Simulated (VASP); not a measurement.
# P (Im-3m) in VASP: notebook, part 2 of 2

VASP 6.6.1. The steps go on from the part before.

## (3) Single point, PBE

File INCAR:

```
ALGO = Normal
EDIFF = 1E-6
ENCUT = 520
GGA = PE
ISIF = 2
ISMEAR = -1
LASPH = True
LCHARG = False
LREAL = False
LWAVE = False
NBANDS = 8
NELM = 60
PREC = Accurate
SIGMA = 0.08
```

File KPOINTS:

```
k-points
0
Gamma
  20 20 20
```

File POSCAR:

```
P
1.0
   -1.3533869684      1.3533869684      1.3533869684
    1.3533869684     -1.3533869684      1.3533869684
    1.3533869684      1.3533869684     -1.3533869684
P
1
Direct
    0.0000000000      0.0000000000      0.0000000000
```

Potentials or basis: VASP PAW PBE potentials, release 64 (P).

The run is started by

```console
$ cat potpaw_PBE.64/P/POTCAR > POTCAR
$ mpirun -np 1 vasp_std > vasp.out
```

OUTCAR:

```text
EDIFF = 1E-6
   ENCUT = 520
   GGA = PE
   ISIF = 2
   ISMEAR = -1
   LASPH = True
   LREAL = False
   NELM = 60
   PREC = Accurate

 ion  position               nearest neighbor table
   1  0.000  0.000  0.000-

  LATTYP: Found a body centered cubic cell.
 ALAT       =     2.7067739368

  Lattice vectors:

 A1 = (  -1.3533869684,   1.3533869684,   1.3533869684)
 A2 = (   1.3533869684,  -1.3533869684,   1.3533869684)
 A3 = (   1.3533869684,   1.3533869684,  -1.3533869684)

Analysis of symmetry for initial positions (statically):
=====================================================================
 Subroutine PRICEL returns:
 Original cell was already a primitive cell.

 Routine SETGRP: Setting up the symmetry group for a
 body centered cubic supercell.

 Subroutine GETGRP returns: Found 48 space group operations
 (whereof 48 operations were pure point group operations)
 out of a pool of 48 trial point group operations.

The static configuration has the point symmetry O_h .

Analysis of symmetry for dynamics (positions and initial velocities):
=====================================================================
 Subroutine PRICEL returns:
 Original cell was already a primitive cell.

 Routine SETGRP: Setting up the symmetry group for a
 body centered cubic supercell.

 Subroutine GETGRP returns: Found 48 space group operations
 (whereof 48 operations were pure point group operations)
 out of a pool of 48 trial point group operations.

The dynamic configuration has the point symmetry O_h .

 Subroutine INISYM returns: Found 48 space group operations
 (whereof 48 operations are pure point group operations),
 and found     1 'primitive' translations

----------------------------------------------------------------------------------------

                                     Primitive cell

  volume of cell :       9.9158

  direct lattice vectors                    reciprocal lattice vectors
    -1.353386968  1.353386968  1.353386968     0.000000000  0.369443486  0.369443486
     1.353386968 -1.353386968  1.353386968     0.369443486  0.000000000  0.369443486
     1.353386968  1.353386968 -1.353386968     0.369443486  0.369443486  0.000000000

  length of vectors
     2.344134992  2.344134992  2.344134992     0.522471989  0.522471989  0.522471989

  position of ions in fractional coordinates (direct lattice)
     0.000000000  0.000000000  0.000000000

  ion indices of the primitive-cell ions
   primitive index   ion index
                 1           1

----------------------------------------------------------------------------------------

 KPOINTS: k-points

Automatic generation of k-mesh.
 Grid dimensions read from file:
 generate k-points for:   20   20   20

 Generating k-lattice:

  Cartesian coordinates                     Fractional coordinates (reciprocal lattice)
     0.000000000  0.018472174  0.018472174     0.050000000  0.000000000  0.000000000
     0.018472174  0.000000000  0.018472174     0.000000000  0.050000000  0.000000000
     0.018472174  0.018472174  0.000000000     0.000000000  0.000000000  0.050000000

  Length of vectors
     0.026123599  0.026123599  0.026123599

  Shift w.r.t. Gamma in fractional coordinates (k-lattice)
     0.000000000  0.000000000  0.000000000

 Subroutine IBZKPT returns following result:
 ===========================================

 Found    256 irreducible k-points:

 Following reciprocal coordinates:
            Coordinates               Weight
  0.000000  0.000000  0.000000      1.000000
  0.050000  0.000000  0.000000     12.000000
  0.100000  0.000000  0.000000     12.000000
  0.150000  0.000000  0.000000     12.000000
  0.200000  0.000000  0.000000     12.000000
  0.250000  0.000000  0.000000     12.000000
[... 16 lines left out ...]
  0.200000  0.100000  0.000000     48.000000
  0.250000  0.100000  0.000000     48.000000
 [... further k-points ...]
   k-points           NKPTS =    256   k-points in BZ     NKDIM =    256   number of bands    NBANDS=      8
   number of dos      NEDOS =    301   number of ions     NIONS =      1
   total plane-waves  NPLWV =   5832
   dimension x,y,z NGX =    18 NGY =   18 NGZ =   18
   dimension x,y,z NGXF=    36 NGYF=   36 NGZF=   36
   ions per type =               1
   NGX,Y,Z   is equivalent  to a cutoff of  12.77, 12.77, 12.77 a.u.
   NGXF,Y,Z  is equivalent  to a cutoff of  25.53, 25.53, 25.53 a.u.
 SYSTEM =  unknown system
   PREC   = accura    normal or accurate (medium, high low for compatibility)
   ISTART =      0    job   : 0-new  1-cont  2-samecut
   ICHARG =      2    charge: 1-file 2-atom 10-const
   ISPIN  =      1    spin polarized calculation?
   LNONCOLLINEAR =      F non collinear calculations
   LSORBIT =      F    spin-orbit coupling
   LASPH  =      T    aspherical Exc in radial PAW
   ENCUT  =  520.0 eV  38.22 Ry    6.18 a.u.   4.36  4.36  4.36*2*pi/ulx,y,z
   NELM   =     60;   NELMIN=  2; NELMDL= -5     # of ELM steps
   EDIFF  = 0.1E-05   stopping-criterion for ELM
   LREAL  =      F    real-space projection
   EDIFFG = 0.1E-04   stopping-criterion for IOM
   NSW    =      0    number of steps for IOM
   IBRION =     -1    ionic relax: 0-MD 1-quasi-New 2-CG
   NFREE  =      0    steps in history (QN), initial steepest desc. (CG)
   ISIF   =      2    stress and relaxation
   ISYM   =      2    0-nonsym 1-usesym 2-fastsym
   POTIM  = 0.5000    time-step for ionic-motion
   TEBEG  =    0.0;   TEEND  =   0.0 temperature during run
   PSTRESS=    0.0 pullay stress
   NELECT =       5.0000    total number of electrons
   NUPDOWN=      -1.0000    fix difference up-down
   EMIN   =  10.00;   EMAX   =-10.00  energy-range for DOS
   EFERMI =   0.00;   METHOD = LEGACY
   ISMEAR =    -1;   SIGMA  =   0.08  broadening in eV -4-tet -1-fermi 0-gaus
   EFERMI_NEDOS =   21; number of points for ismear=-14 and -15
   IALGO  =     38    algorithm
   IMIX   =      4    mixing-type and parameters
     AMIX     =   0.40;   BMIX     =  1.00
     AMIX_MAG =   1.60;   BMIX_MAG =  1.00
  volume/ion in A,a.u.               =       9.92        66.91
  Fermi-wavevector in a.u.,A,eV,Ry     =   1.303035  2.462380 23.101345  1.697901
  Thomas-Fermi vector in A             =   2.434064
   LORBIT       =      0    0 simple, 1 ext, 2 COOP (PROOUT), +10 PAW based schemes
   GGA     = PE    functional components
[... 5 lines left out ...]
 non-spin polarized calculation
  energy-cutoff  :      520.00
  volume of cell :        9.92
 maximum number of plane-waves:       277
 NGX is ok and might be reduce to    18
   NGX =  9   NGY =  9   NGZ =  9

 number of electron       4.9999999 magnetization

 Free energy of the ion-electron system (eV)
  ---------------------------------------------------
  ext. energy  EPLUGINS =         0.00000000
  ---------------------------------------------------
  free energy    TOTEN  =        -3.98424663 eV

  energy without entropy =       -3.97584288  energy(sigma->0) =       -3.98004475

 E-fermi :  16.1417     XC(G=0): -13.2199

 val. band max:       16.1313635794   @ k =   0.2500   0.0000   0.0000
 cond. band min:      16.1420238664   @ k =   0.4000   0.1000   0.1000
 fundamental gap:      0.0106602870
 Fermi energy:        16.1416821960

 k-point     1 :       0.0000    0.0000    0.0000
  band No.  band energies     occupation
      1      -4.8039      2.00000
      2      27.5811      0.00000
      3      27.5811      0.00000
      4      27.5811      0.00000
      5      29.0745      0.00000
      6      29.0745      0.00000
      7      29.0745      0.00000
      8      34.0820      0.00000

 k-point     2 :       0.0500    0.0000    0.0000
  band No.  band energies     occupation
      1      -4.7061      2.00000
      2      26.2785      0.00000
      3      26.5938      0.00000
      4      27.4526      0.00000
      5      28.7569      0.00000
      6      29.8352      0.00000
      7      30.2296      0.00000
      8      33.2978      0.00000
[... 221 lines left out ...]
 k-point    23 :       0.2000    0.1000    0.0000
  band No.  band energies     occupation
      1      -2.0818      2.00000
      2      16.3772      0.10009
      3      19.6511      0.00000
      4      23.0479      0.00000
      5      27.7240      0.00000
      6      29.7800      0.00000
      7      33.0334      0.00000
      8      36.4301      0.00000

 k-point    24 :       0.2500    0.1000    0.0000
  band No.  band energies     occupation
      1      -1.0209      2.00000
      2      13.8418      2.00000
      3      18.8801      0.00000
      4      22.3398      0.00000
      5      27.1250      0.00000
      6      29.5398      0.00000
      7      33.6050      0.00000
      8      37.8110      0.00000

 [... further k-points ...]
[... 5 lines left out ...]
  --------------------------------------------------------------------------------------
  -------------------------------------------------------------------------------------
  Total        4.3781356      4.3781356      4.3781356      0.0000000     -0.0000000      0.0000000
  in kB      707.4142947    707.4142947    707.4142947      0.0000000     -0.0000000      0.0000000
  external PRESSURE =     707.4142947 kB  Pullay stress =       0.0000000 kB

 VOLUME and BASIS-vectors are now :
 -----------------------------------------------------------------------------
  energy-cutoff  :      520.00
  volume of cell :        9.92
      direct lattice vectors                 reciprocal lattice vectors
    -1.353386968  1.353386968  1.353386968     0.000000000  0.369443486  0.369443486
     1.353386968 -1.353386968  1.353386968     0.369443486  0.000000000  0.369443486
     1.353386968  1.353386968 -1.353386968     0.369443486  0.369443486  0.000000000

 POSITION                                       TOTAL-FORCE (eV/Angst)
 -----------------------------------------------------------------------------------
      0.00000      0.00000      0.00000         0.000000      0.000000      0.000000
 -----------------------------------------------------------------------------------
    total drift:                               -0.000000      0.000000      0.000000

  FREE ENERGIE OF THE ION-ELECTRON SYSTEM (eV)
  ---------------------------------------------------
  free  energy   TOTEN  =        -3.9842466264 eV

  energy  without entropy=       -3.9758428790  energy(sigma->0) =       -3.98004475
```

Wall time 17 s (1 thread of Intel Xeon Platinum 8175M at 2.50GHz (Skylake/Cascade Lake), shared host); peak memory 0.12 GiB.

Results:

- Free energy: -3.9842 eV
- Pressure: 70.7 GPa

## (4) Relaxation of cell and atoms, PBE, target pressure 72 GPa, at which the enthalpy is minimised

File INCAR:

```
ALGO     = Normal         # electronic algorithm
EDIFF    = 1E-6           # SCF threshold, eV
EDIFFG   = -0.005         # ionic threshold
ENCUT    = 600            # plane-wave cutoff, eV
GGA      = PE             # functional
IBRION   = 2              # ionic algorithm
ISIF     = 3              # what is computed and relaxed
ISMEAR   = -1             # smearing method
LASPH    = True           # aspherical terms in the spheres
LCHARG   = False          # write CHGCAR
LREAL    = False          # projectors in reciprocal space
LWAVE    = False          # write WAVECAR
NELM     = 60             # most SCF steps
NSW      = 32             # ionic steps
PREC     = Accurate       # precision mode
PSTRESS  = 720.0        
SIGMA    = 0.08           # smearing width, eV
```

KPOINTS is that of step 3.

File POSCAR:

```
P
1.0
   -1.3530889322      1.3530889322      1.3530889322
    1.3530889322     -1.3530889322      1.3530889322
    1.3530889322      1.3530889322     -1.3530889322
P
1
Direct
    0.0000000000      0.0000000000      0.0000000000
```

The run is started by

```console
$ cat potpaw_PBE.64/P/POTCAR > POTCAR
$ mpirun -np 1 vasp_std > vasp.out
```

Run time: 13 s. Hardware: 1 thread of Intel Xeon 6975P-C (Granite Rapids), shared host; peak memory 0.13 GiB.

Results (log left out):

```yaml
Free_energy: -3.9688 eV
Relaxed_volume: 9.88 Å³/atom
Relaxed_cell: a = 2.341 Å, b = 2.341 Å, c = 2.341 Å, α = 109.47°, β = 109.47°, γ = 109.47°
Space_group_after_relaxing_to_0.05_Å: Im-3m (No. 229)
Energy_change_on_relaxing_the_enthalpy_is_what_falls: +12.9 meV/atom
Ionic_steps: 3
Pressure_after_relaxing: 72.0 GPa
```

Step by step:
```csv
step,energy change (eV),largest force (eV/Å),pressure (GPa),volume (Å³)
1,0.0000,0.0000,70.98,9.91
2,0.0409,0.0000,74.20,9.82
3,0.0129,0.0000,72.01,9.88
```

Final structure:
```
P
1.0
    -1.35178    1.35178    1.35178
     1.35178   -1.35178    1.35178
     1.35178    1.35178   -1.35178
P
1
Direct
  0.00000 0.00000 0.00000
```

Levels at points of the mesh, in eV from the Fermi level:
```csv
k point,band 1,band 2,band 3,band 4,band 5,band 6
"(0.00, 0.00, 0.00)",-20.99,11.49,11.49,11.49,12.94,12.94
"(0.50, 0.00, 0.00)",-11.50,-11.28,3.96,6.72,7.47,10.00
"(0.50, 0.50, 0.50)",-3.64,-3.64,-3.64,-0.78,0.14,0.14
```

Caveat: the cell is relaxed towards a set pressure, so the enthalpy falls and the energy may rise.

## (5) Relaxation of cell and atoms, PBE, target pressure 72 GPa, at which the enthalpy is minimised

This run uses another cell than the first one, of 9.98 Å³/atom, 1.007 times its volume.

File INCAR:

```
PREC = Accurate
ENCUT = 600
EDIFF = 1E-6
ISMEAR = -1
SIGMA = 0.08
LREAL = F
LASPH = T
NELM = 60
ALGO = Normal
ISIF = 3
LWAVE = F
LCHARG = F
GGA = PE
IBRION = 2
NSW = 60
EDIFFG = -0.005
PSTRESS = 720.0
```

File KPOINTS:

```
regular mesh
0
Gamma
  20 20 20
```

File POSCAR:

```
P
1.0
   -1.3561329705      1.3561329705      1.3561329705
    1.3561329705     -1.3561329705      1.3561329705
    1.3561329705      1.3561329705     -1.3561329705
P
1
Direct
    0.0000000000      0.0000000000      0.0000000000
```

The run is started by

```console
$ cat potpaw_PBE.64/P/POTCAR > POTCAR
$ mpirun -np 1 vasp_std > vasp.out
```

Run time: 12 s. Hardware: 1 thread of Intel Xeon 6975P-C (Granite Rapids), shared host; peak memory 0.13 GiB.

The run converged. Its results:

* Free energy: -3.9692 eV
* Relaxed volume: 9.88 Å³/atom
* Relaxed cell: a = 2.341 Å, b = 2.341 Å, c = 2.341 Å, α = 109.47°, β = 109.47°, γ = 109.47°
* Space group after relaxing (to 0.05 Å): Im-3m (No. 229)
* Energy change on relaxing (the enthalpy is what falls): +41.6 meV/atom
* Ionic steps: 3
* Pressure after relaxing: 72.0 GPa

The path:
```tsv
step	energy change (eV)	largest force (eV/Å)	pressure (GPa)	volume (Å³)
1	0.0000	0.0000	68.67	9.98
2	0.1369	0.0000	79.41	9.68
3	0.0416	0.0000	71.97	9.88
```

Final structure:
```cif
data_structure
_symmetry_space_group_name_H-M 'P 1'
_symmetry_Int_Tables_number 1
_cell_length_a 2.3414
_cell_length_b 2.3414
_cell_length_c 2.3414
_cell_angle_alpha 109.471
_cell_angle_beta 109.471
_cell_angle_gamma 109.471
_cell_volume 9.88
loop_
_atom_site_label
_atom_site_type_symbol
_atom_site_fract_x
_atom_site_fract_y
_atom_site_fract_z
_atom_site_occupancy
P1 P 0.00000 0.00000 0.00000 1
```

Levels at points of the mesh, in eV from the Fermi level:
```tsv
k point	band 1	band 2	band 3	band 4	band 5	band 6
(0.00, 0.00, 0.00)	-20.99	11.49	11.49	11.49	12.94	12.94
(0.50, 0.00, 0.00)	-11.50	-11.28	3.96	6.72	7.46	10.00
(0.50, 0.50, 0.50)	-3.64	-3.64	-3.64	-0.78	0.14	0.14
```

Caveat: the cell is relaxed towards a set pressure, so the enthalpy falls and the energy may rise.

## (6) Overview

```csv
task,cell,cutoff (eV),gap on the mesh (eV),pressure (GPa)
single point,"a = 2.344 Å, angles 109.5°, 1 atom",520,none,70.7
relaxation of cell and atoms,"relaxed to 72 GPa from a = 2.344 Å, angles 109.5°, 1 atom",600,none,72.0
relaxation of cell and atoms,"relaxed to 72 GPa from a = 2.349 Å, angles 109.5°, 1 atom",600,none,72.0
```

Alike in all rows: level PBE; potentials or basis VASP PAW PBE potentials, release 64 (P); no spin polarisation; k mesh 20 × 20 × 20; smearing fermi-dirac 0.08 eV.

Caveats: the cell is relaxed towards a set pressure, so the enthalpy falls and the energy may rise (some runs).

Total energies depend on the potentials used, so only differences within one code and one set of settings carry meaning.
